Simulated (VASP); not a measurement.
# Al5As (P6/mmm) in VASP: a series of runs

The runs below take Al5As through single point, with PBE.

All numbers are computed with VASP 6.6.1; they aren't measurements. Logs are shortened: lines on timing, memory, paths and dates and some standing lists are left out, and cuts for length are marked.

## 1. The cell of the first run

It takes space group P6/mmm (No. 191, hexagonal). The conventional cell has a = 5.542 Å, b = 5.542 Å, c = 7.822 Å, α = 90.00°, β = 90.00°, γ = 120.00°. Within 3.3 Å of Al (site symmetry 6mm) lie 1 As at 2.49 Å and 1 Al at 2.85 Å. Al (site symmetry mmm) has 4 Al at 2.77 Å and 2 As at 2.77 Å within 3.7 Å. As (site symmetry 6/mmm) has 8 Al at 2.49 to 2.77 Å within 3.3 Å.

## 2. Single point, PBE

Contents of INCAR:

```
  ALGO = Normal
  EDIFF = 1E-7
  ENCUT = 520
  GGA = PE
  ISIF = 2
  ISMEAR = 0
  LASPH = T
  LCHARG = F
  LREAL = F
  LWAVE = F
  NBANDS = 19
  NELM = 100
  PREC = Accurate
  SIGMA = 0.1
```

Contents of KPOINTS:

```
k-points
0
Gamma
  3 3 4
```

Contents of POSCAR:

```
Al5As
1.0
    5.5415015135      0.0000000000      0.0000000000
   -2.7707507568      4.7990810858      0.0000000000
    0.0000000000      0.0000000000      7.8217428355
Al As
5 1
Direct
    0.0000000000      0.0000000000      0.1821441124
    0.0000000000      0.0000000000      0.8178558876
    0.5000000000      0.0000000000      0.5000000000
    0.0000000000      0.5000000000      0.5000000000
    0.5000000000      0.5000000000      0.5000000000
    0.0000000000      0.0000000000      0.5000000000
```

Potentials or basis: VASP PAW PBE potentials, release 64 (Al, As).

Launch:

```bash
cat potpaw_PBE.64/Al/POTCAR potpaw_PBE.64/As/POTCAR > POTCAR
mpirun -np 1 vasp_std > vasp.out
```

OUTCAR:

```text
EDIFF = 1E-7
   ENCUT = 520
   GGA = PE
   ISIF = 2
   ISMEAR = 0
   LASPH = T
   LREAL = F
   NELM = 100
   PREC = Accurate

 ion  position               nearest neighbor table
   1  0.000  0.000  0.182-   6 2.49   2 2.85
   2  0.000  0.000  0.818-   6 2.49   1 2.85
   3  0.500  0.000  0.500-   4 2.77   4 2.77   6 2.77   6 2.77   5 2.77   5 2.77
   4  0.000  0.500  0.500-   3 2.77   3 2.77   5 2.77   5 2.77   6 2.77   6 2.77
   5  0.500  0.500  0.500-   6 2.77   6 2.77   4 2.77   4 2.77   3 2.77   3 2.77
   6  0.000  0.000  0.500-   1 2.49   2 2.49   5 2.77   5 2.77   3 2.77   3 2.77   4 2.77   4 2.77

  LATTYP: Found a hexagonal cell.
 ALAT       =     5.5415015135
 C/A-ratio  =     1.4114843813

  Lattice vectors:

 A1 = (   5.5415015135,   0.0000000000,   0.0000000000)
 A2 = (  -2.7707507568,   4.7990810858,   0.0000000000)
 A3 = (   0.0000000000,   0.0000000000,   7.8217428355)

Analysis of symmetry for initial positions (statically):
=====================================================================
 Subroutine PRICEL returns:
 Original cell was already a primitive cell.

 Routine SETGRP: Setting up the symmetry group for a
 hexagonal supercell.

 Subroutine GETGRP returns: Found 24 space group operations
 (whereof 24 operations were pure point group operations)
 out of a pool of 24 trial point group operations.

The static configuration has the point symmetry D_6h.

Analysis of symmetry for dynamics (positions and initial velocities):
=====================================================================
 Subroutine PRICEL returns:
 Original cell was already a primitive cell.

 Routine SETGRP: Setting up the symmetry group for a
 hexagonal supercell.

 Subroutine GETGRP returns: Found 24 space group operations
 (whereof 24 operations were pure point group operations)
 out of a pool of 24 trial point group operations.

The dynamic configuration has the point symmetry D_6h.

 Subroutine INISYM returns: Found 24 space group operations
 (whereof 24 operations are pure point group operations),
 and found     1 'primitive' translations

----------------------------------------------------------------------------------------

                                     Primitive cell

  volume of cell :     208.0123

  direct lattice vectors                    reciprocal lattice vectors
     5.541501514  0.000000000  0.000000000     0.180456506  0.104186612  0.000000000
    -2.770750757  4.799081086  0.000000000     0.000000000  0.208373224  0.000000000
     0.000000000  0.000000000  7.821742836     0.000000000  0.000000000  0.127848744

  length of vectors
     5.541501514  5.541501514  7.821742836     0.208373224  0.208373224  0.127848744

  position of ions in fractional coordinates (direct lattice)
     0.000000000  0.000000000  0.182144112
     0.000000000  0.000000000  0.817855888
     0.500000000  0.000000000  0.500000000
     0.000000000  0.500000000  0.500000000
     0.500000000  0.500000000  0.500000000
     0.000000000  0.000000000  0.500000000

  ion indices of the primitive-cell ions
   primitive index   ion index
                 1           1
                 2           2
                 3           3
                 4           4
                 5           5
                 6           6

----------------------------------------------------------------------------------------

 KPOINTS: k-points

Automatic generation of k-mesh.
 Grid dimensions read from file:
 generate k-points for:    3    3    4

 Generating k-lattice:

  Cartesian coordinates                     Fractional coordinates (reciprocal lattice)
     0.060152169  0.034728871  0.000000000     0.333333333  0.000000000  0.000000000
     0.000000000  0.069457741  0.000000000     0.000000000  0.333333333  0.000000000
     0.000000000  0.000000000  0.031962186     0.000000000  0.000000000  0.250000000

  Length of vectors
     0.069457741  0.069457741  0.031962186

  Shift w.r.t. Gamma in fractional coordinates (k-lattice)
     0.000000000  0.000000000  0.000000000

 Subroutine IBZKPT returns following result:
 ===========================================

 Found      9 irreducible k-points:

 Following reciprocal coordinates:
            Coordinates               Weight
  0.000000  0.000000  0.000000      1.000000
  0.333333 -0.000000  0.000000      6.000000
  0.333333  0.333333  0.000000      2.000000
  0.000000  0.000000  0.250000      2.000000
  0.333333 -0.000000  0.250000     12.000000
  0.333333  0.333333  0.250000      4.000000
  0.000000  0.000000  0.500000      1.000000
  0.333333 -0.000000  0.500000      6.000000
  0.333333  0.333333  0.500000      2.000000
   k-points           NKPTS =      9   k-points in BZ     NKDIM =      9   number of bands    NBANDS=     19
   number of dos      NEDOS =    301   number of ions     NIONS =      6
   total plane-waves  NPLWV = 105840
   dimension x,y,z NGX =    42 NGY =   42 NGZ =   60
   dimension x,y,z NGXF=    84 NGYF=   84 NGZF=  120
   ions per type =               5   1
   NGX,Y,Z   is equivalent  to a cutoff of  12.60, 12.60, 12.75 a.u.
   NGXF,Y,Z  is equivalent  to a cutoff of  25.20, 25.20, 25.51 a.u.
 SYSTEM =  unknown system
   PREC   = accura    normal or accurate (medium, high low for compatibility)
   ISTART =      0    job   : 0-new  1-cont  2-samecut
   ICHARG =      2    charge: 1-file 2-atom 10-const
   ISPIN  =      1    spin polarized calculation?
   LNONCOLLINEAR =      F non collinear calculations
   LSORBIT =      F    spin-orbit coupling
   LASPH  =      T    aspherical Exc in radial PAW
   ENCUT  =  520.0 eV  38.22 Ry    6.18 a.u.  10.30 10.30 14.54*2*pi/ulx,y,z
   NELM   =    100;   NELMIN=  2; NELMDL= -5     # of ELM steps
   EDIFF  = 0.1E-06   stopping-criterion for ELM
   LREAL  =      F    real-space projection
   EDIFFG = 0.1E-05   stopping-criterion for IOM
   NSW    =      0    number of steps for IOM
   IBRION =     -1    ionic relax: 0-MD 1-quasi-New 2-CG
   NFREE  =      0    steps in history (QN), initial steepest desc. (CG)
   ISIF   =      2    stress and relaxation
   ISYM   =      2    0-nonsym 1-usesym 2-fastsym
   POTIM  = 0.5000    time-step for ionic-motion
   TEBEG  =    0.0;   TEEND  =   0.0 temperature during run
   PSTRESS=    0.0 pullay stress
   NELECT =      20.0000    total number of electrons
   NUPDOWN=      -1.0000    fix difference up-down
   EMIN   =  10.00;   EMAX   =-10.00  energy-range for DOS
   EFERMI =   0.00;   METHOD = LEGACY
   ISMEAR =     0;   SIGMA  =   0.10  broadening in eV -4-tet -1-fermi 0-gaus
   EFERMI_NEDOS =   21; number of points for ismear=-14 and -15
   IALGO  =     38    algorithm
   IMIX   =      4    mixing-type and parameters
     AMIX     =   0.40;   BMIX     =  1.00
     AMIX_MAG =   1.60;   BMIX_MAG =  1.00
  volume/ion in A,a.u.               =      34.67       233.96
  Fermi-wavevector in a.u.,A,eV,Ry     =   0.749989  1.417274  7.653061  0.562484
  Thomas-Fermi vector in A             =   1.846637
   LORBIT       =      0    0 simple, 1 ext, 2 COOP (PROOUT), +10 PAW based schemes
   GGA     = PE    functional components
   LHFCALC =     F    Hartree Fock is set to
   AEXX    =    0.0000 exact exchange contribution
   IVDW    =     0    specifies the selected vdW correction
   LEPSILON=     F    determine dielectric tensor
   LRPA    =     F    only Hartree local field effects (RPA)
 non-spin polarized calculation
 Gauss-broadening in eV      SIGMA  =   0.10
  energy-cutoff  :      520.00
  volume of cell :      208.01
 maximum number of plane-waves:      5639
 NGX is ok and might be reduce to    42
   NGX = 21   NGY = 21   NGZ = 29

 number of electron      20.0000000 magnetization

 Free energy of the ion-electron system (eV)
  ---------------------------------------------------
  ext. energy  EPLUGINS =         0.00000000
  ---------------------------------------------------
  free energy    TOTEN  =       -18.76536133 eV

  energy without entropy =      -18.71623960  energy(sigma->0) =      -18.74080046

 E-fermi :   2.1655     XC(G=0):  -7.0926

 val. band max:        2.1590483127   @ k =   0.0000   0.0000   0.0000
 cond. band min:       2.1762083577   @ k =   0.0000   0.0000   0.2500
 fundamental gap:      0.0171600451
 Fermi energy:         2.1655103145

 k-point     1 :       0.0000    0.0000    0.0000
  band No.  band energies     occupation
      1     -10.0693      2.00000
      2      -3.7812      2.00000
      3      -3.5708      2.00000
      4      -2.9101      2.00000
      5      -2.3945      2.00000
      6      -2.3945      2.00000
[... 11 lines left out ...]
     18       5.2048      0.00000
     19       5.7971      0.00000

 k-point     2 :       0.3333   -0.0000    0.0000
  band No.  band energies     occupation
      1      -9.8791      2.00000
      2      -4.9653      2.00000
      3      -3.5780      2.00000
      4      -2.9135      2.00000
      5      -2.7642      2.00000
      6      -2.4249      2.00000
[... 11 lines left out ...]
     18       5.8547      0.00000
     19       5.8557      0.00000

 k-point     3 :       0.3333    0.3333    0.0000
  band No.  band energies     occupation
      1      -9.7729      2.00000
      2      -4.7563      2.00000
      3      -4.7563      2.00000
      4      -3.4624      2.00000
      5      -2.6775      2.00000
      6       0.2526      2.00000
[... 11 lines left out ...]
     18       5.8912      0.00000
     19       5.8912      0.00000

 k-point     4 :       0.0000    0.0000    0.2500
  band No.  band energies     occupation
      1     -10.0663      2.00000
      2      -4.1404      2.00000
      3      -3.5671      2.00000
      4      -2.3905      2.00000
      5      -2.3905      2.00000
      6      -2.1645      2.00000
[... 11 lines left out ...]
     18       5.2705      0.00000
     19       6.3339      0.00000

 k-point     5 :       0.3333   -0.0000    0.2500
  band No.  band energies     occupation
      1      -9.8761      2.00000
      2      -4.9628      2.00000
      3      -3.9493      2.00000
      4      -2.9098      2.00000
      5      -2.4288      2.00000
      6      -2.0023      2.00000
[... 11 lines left out ...]
     18       5.6079      0.00000
     19       5.8567      0.00000

 k-point     6 :       0.3333    0.3333    0.2500
  band No.  band energies     occupation
      1      -9.7699      2.00000
      2      -4.7537      2.00000
      3      -4.7537      2.00000
      4      -3.8417      2.00000
      5      -1.9152      2.00000
      6       0.2559      2.00000
[... 11 lines left out ...]
     18       5.7438      0.00000
     19       6.0771      0.00000

 k-point     7 :       0.0000    0.0000    0.5000
  band No.  band energies     occupation
      1     -10.0633      2.00000
      2      -4.3452      2.00000
      3      -3.5653      2.00000
      4      -2.3866      2.00000
      5      -2.3866      2.00000
      6      -1.0901      2.00000
[... 11 lines left out ...]
     18       6.4981      0.00000
     19       6.5219      0.00000

 k-point     8 :       0.3333   -0.0000    0.5000
  band No.  band energies     occupation
      1      -9.8730      2.00000
      2      -4.9603      2.00000
      3      -4.1569      2.00000
      4      -2.9060      2.00000
      5      -2.4256      2.00000
      6      -0.9551      2.00000
[... 11 lines left out ...]
     18       5.6407      0.00000
     19       5.8803      0.00000

 k-point     9 :       0.3333    0.3333    0.5000
  band No.  band energies     occupation
      1      -9.7668      2.00000
      2      -4.7511      2.00000
      3      -4.7511      2.00000
      4      -4.0509      2.00000
      5      -0.8809      2.00000
      6      -0.0082      2.00000
[... 11 lines left out ...]
     18       5.7428      0.00000
     19       6.5476      0.00000

------------------------ aborting loop because EDIFF is reached ----------------------------------------

  FORCE on cell =-STRESS in cart. coord.  units (eV):
  Direction    XX          YY          ZZ          XY          YZ          ZX
  --------------------------------------------------------------------------------------
  -------------------------------------------------------------------------------------
  Total        0.1317618      0.1317618     -0.0312435     -0.0000000      0.0000000      0.0000000
  in kB        1.0148717      1.0148717     -0.2406478     -0.0000000      0.0000000      0.0000000
  external PRESSURE =       0.5963652 kB  Pullay stress =       0.0000000 kB

 VOLUME and BASIS-vectors are now :
 -----------------------------------------------------------------------------
  energy-cutoff  :      520.00
  volume of cell :      208.01
      direct lattice vectors                 reciprocal lattice vectors
     5.541501514  0.000000000  0.000000000     0.180456506  0.104186612  0.000000000
    -2.770750757  4.799081086  0.000000000     0.000000000  0.208373224  0.000000000
     0.000000000  0.000000000  7.821742836     0.000000000  0.000000000  0.127848744

 POSITION                                       TOTAL-FORCE (eV/Angst)
 -----------------------------------------------------------------------------------
      0.00000      0.00000      1.42468        -0.000000     -0.000000      0.021225
      0.00000      0.00000      6.39706        -0.000000      0.000000     -0.021225
      2.77075      0.00000      3.91087         0.000000      0.000000      0.000000
     -1.38538      2.39954      3.91087         0.000000      0.000000      0.000000
      1.38538      2.39954      3.91087         0.000000      0.000000      0.000000
      0.00000      0.00000      3.91087         0.000000      0.000000      0.000000
 -----------------------------------------------------------------------------------
    total drift:                                0.000000     -0.000000     -0.000000

  FREE ENERGIE OF THE ION-ELECTRON SYSTEM (eV)
  ---------------------------------------------------
  free  energy   TOTEN  =       -18.7653613339 eV

  energy  without entropy=      -18.7162395959  energy(sigma->0) =      -18.74080046
```

It took 48 s on 1 thread of Intel Xeon Platinum 8259CL at 2.50GHz (Skylake/Cascade Lake), shared host; peak memory 0.31 GiB.

Results:

- Free energy: -18.7654 eV
- Pressure: 0.1 GPa
- Largest force: 0.021 eV/Å
- Band gap on the k mesh: zero (band 10 reaches 2.26 eV, above the bottom of band 11 at 0.95 eV)

Forces in eV/Å, atoms in the order of the input:
```
Al   0.000  0.000  0.021
Al   0.000  0.000 -0.021
Al   0.000  0.000  0.000
Al   0.000  0.000  0.000
Al   0.000  0.000  0.000
As   0.000  0.000  0.000
```

Caveat: the k points lie up to 0.44 Å⁻¹ apart.

(Continued in part 2 of 2.)
